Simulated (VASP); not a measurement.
# ZnS (F-43m) in VASP: a series of runs, part 2 of 2

VASP 6.6.1. The steps go on from the part before.

### 4 Relaxation of cell and atoms, PBEsol

This run uses another cell than the first one, of 19.79 Å³/atom.

INCAR reads:

```
SYSTEM = ZnS
  PREC = Accurate
  ENCUT = 500
  EDIFF = 1E-7
  ISMEAR = 0
  SIGMA = 0.02
  LREAL = .FALSE.
  LASPH = .TRUE.
  NELM = 120
  ALGO = Normal
  ISIF = 3
  LWAVE = .FALSE.
  LCHARG = .FALSE.
  GGA = PS
  IBRION = 2
  NSW = 100
  EDIFFG = -0.002
  GGA_COMPAT = .FALSE.
  NELMIN = 4
```

KPOINTS reads:

```
Automatic mesh
0
G
  8 8 8
  0 0 0
```

POSCAR reads:

```
ZnS
1.0
    0.0000000000      2.7050000000      2.7050000000
    2.7050000000      0.0000000000      2.7050000000
    2.7050000000      2.7050000000      0.0000000000
Zn S
1 1
Direct
    0.0000000000      0.0000000000      0.0000000000
    0.2500000000      0.2500000000      0.2500000000
```

Potentials or basis: VASP PAW PBE potentials, release 64 (Zn, S).

The run is started by

```
$ cat potpaw_PBE.64/Zn/POTCAR potpaw_PBE.64/S/POTCAR > POTCAR
$ mpirun -np 1 vasp_std > vasp.out
```

OUTCAR:

```text
SYSTEM = ZnS
   PREC = Accurate
   ENCUT = 500
   EDIFF = 1E-7
   ISMEAR = 0
   LREAL = .FALSE.
   LASPH = .TRUE.
   NELM = 120
   ISIF = 3
   GGA = PS
   IBRION = 2
   NSW = 100
   EDIFFG = -0.002
   NELMIN = 4

 ion  position               nearest neighbor table
   1  0.000  0.000  0.000-   2 2.34   2 2.34   2 2.34   2 2.34
   2  0.250  0.250  0.250-   1 2.34   1 2.34   1 2.34   1 2.34

  LATTYP: Found a face centered cubic cell.
 ALAT       =     5.4100000000

  Lattice vectors:

 A1 = (   0.0000000000,   2.7050000000,   2.7050000000)
 A2 = (   2.7050000000,   0.0000000000,   2.7050000000)
 A3 = (   2.7050000000,   2.7050000000,   0.0000000000)

Analysis of symmetry for initial positions (statically):
=====================================================================
 Subroutine PRICEL returns:
[... 224 lines left out ...]
      6      -3.6441      2.00000
      7       2.3286      2.00000
      8       2.3286      2.00000
      9       2.3286      2.00000
     10       4.4503      0.00000
     11       8.6113      0.00000
     12       8.6113      0.00000
     13       8.6113      0.00000
[... 403 lines left out ...]
--------------------------------------- Ionic step        3  -------------------------------------------

 number of electron      18.0000014 magnetization

 Free energy of the ion-electron system (eV)
  ---------------------------------------------------
  ext. energy  EPLUGINS =         0.00000000
  ---------------------------------------------------
  free energy    TOTEN  =        -7.58875370 eV

  energy without entropy =       -7.58875370  energy(sigma->0) =       -7.58875370

 E-fermi :   2.3554     XC(G=0):  -9.9632

 val. band max:        2.2416160442   @ k =   0.0000   0.0000   0.0000
 cond. band min:       4.3239506825   @ k =   0.0000   0.0000   0.0000
 fundamental gap:      2.0823346383
 Fermi energy:         2.3554328305

 k-point     1 :       0.0000    0.0000    0.0000
  band No.  band energies     occupation
      1     -11.0857      2.00000
      2      -4.2307      2.00000
      3      -4.2307      2.00000
      4      -4.2307      2.00000
      5      -3.7025      2.00000
      6      -3.7025      2.00000
      7       2.2416      2.00000
      8       2.2416      2.00000
      9       2.2416      2.00000
     10       4.3240      0.00000
     11       8.5317      0.00000
     12       8.5317      0.00000
     13       8.5317      0.00000
[... 397 lines left out ...]
  FREE ENERGIE OF THE ION-ELECTRON SYSTEM (eV)
  ---------------------------------------------------
  free  energy   TOTEN  =        -7.5887536965 eV

  energy  without entropy=       -7.5887536965  energy(sigma->0) =       -7.58875370

 reached required accuracy - stopping structural energy minimisation
```

OSZICAR:

```text
N       E                     dE             d eps       ncg     rms          rms(c)
DAV:   1     0.892084421410E+02    0.89208E+02   -0.90167E+03   754   0.161E+03
DAV:   2    -0.182222494387E+01   -0.91031E+02   -0.86481E+02   804   0.278E+02
DAV:   3    -0.790683903028E+01   -0.60846E+01   -0.60522E+01   939   0.737E+01
[... 27 lines left out ...]
DAV:   4    -0.758881603935E+01    0.38456E-03   -0.19706E-04   874   0.234E-01    0.714E-02
DAV:   5    -0.758875350146E+01    0.62538E-04   -0.57613E-05  1152   0.163E-01    0.140E-02
DAV:   6    -0.758875328912E+01    0.21234E-06   -0.18644E-05   769   0.563E-02    0.688E-03
DAV:   7    -0.758875375655E+01   -0.46743E-06   -0.94329E-07   944   0.213E-02    0.287E-03
DAV:   8    -0.758875369655E+01    0.60005E-07   -0.26632E-07   462   0.942E-03
   3 F= -.75887537E+01 E0= -.75887537E+01  d E =-.696246E-02
```

Wall time 17 s (1 thread of Intel Xeon 6975P-C (Granite Rapids), shared host); peak memory 0.16 GiB.

Results:

```yaml
Free_energy: -7.5888 eV
Relaxed_volume: 19.26 Å³/atom
Relaxed_cell: a = 3.791 Å, b = 3.791 Å, c = 3.791 Å, α = 60.00°, β = 60.00°, γ = 60.00°
Space_group_after_relaxing_to_0.1_Å: F-43m (No. 216)
Energy_gained_by_relaxing: 3.5 meV/atom
Ionic_steps: 3
Pressure_after_relaxing: 0.0 GPa
Band_gap_on_the_k_mesh: 2.08 eV
```

The path:
| step | energy change (eV) | largest force (eV/Å) | pressure (GPa) | volume (Å³) |
| --- | --- | --- | --- | --- |
| 1 | 0.0000 | 0.0000 | -2.03 | 39.59 |
| 2 | -0.0062 | 0.0000 | 0.73 | 38.17 |
| 3 | -0.0070 | 0.0000 | 0.01 | 38.51 |

Final structure:
```yaml
crystal:
  lattice:
    - [0.00000, 2.68038, 2.68038]
    - [2.68038, 0.00000, 2.68038]
    - [2.68038, 2.68038, 0.00000]
  atoms:
    - { symbol: Zn, position: [0.00000, 0.00000, 0.00000] }
    - { symbol: S, position: [0.25000, 0.25000, 0.25000] }
```

Levels at points of the mesh, in eV from the valence-band top:
| k point | band 5 | band 6 | band 7 | band 8 | band 9 | band 10 | band 11 | band 12 | band 13 |
| --- | --- | --- | --- | --- | --- | --- | --- | --- | --- |
| (0.00, 0.00, 0.00) | -5.94 | -5.94 | 0.00 | 0.00 | 0.00 | 2.08 | 6.29 | 6.29 | 6.29 |
| (0.50, 0.00, 0.00) | -5.91 | -5.74 | -5.52 | -0.91 | -0.91 | 3.24 | 6.82 | 6.82 | 8.79 |
| (0.50, 0.50, 0.00) | -5.86 | -5.72 | -4.70 | -2.34 | -2.34 | 3.18 | 3.96 | 11.00 | 12.04 |

Caveat: the PAW data sets were made with another functional, which shifts forces and pressure a little.

### 5 The runs side by side

| task | cell | smearing | gap on the mesh (eV) | pressure (GPa) |
| --- | --- | --- | --- | --- |
| single point | a = 3.788 Å, angles 60.0°, 2 atoms | gaussian 0.02 eV | 2.09 | 0.2 |
| single point | a = 3.788 Å, angles 60.0°, 2 atoms | gaussian 0.01 eV | 2.09 | 0.2 |
| relaxation of cell and atoms | relaxed from a = 3.825 Å, angles 60.0°, 2 atoms | gaussian 0.02 eV | 2.08 | 0.0 |

Alike in all rows: level PBEsol; potentials or basis VASP PAW PBE potentials, release 64 (Zn, S); no spin polarisation; k mesh 8 × 8 × 8; cutoff (eV) 500.

Caveats: the PAW data sets were made with another functional, which shifts forces and pressure a little.

Absolute energies hang on the potentials; compare differences alone.
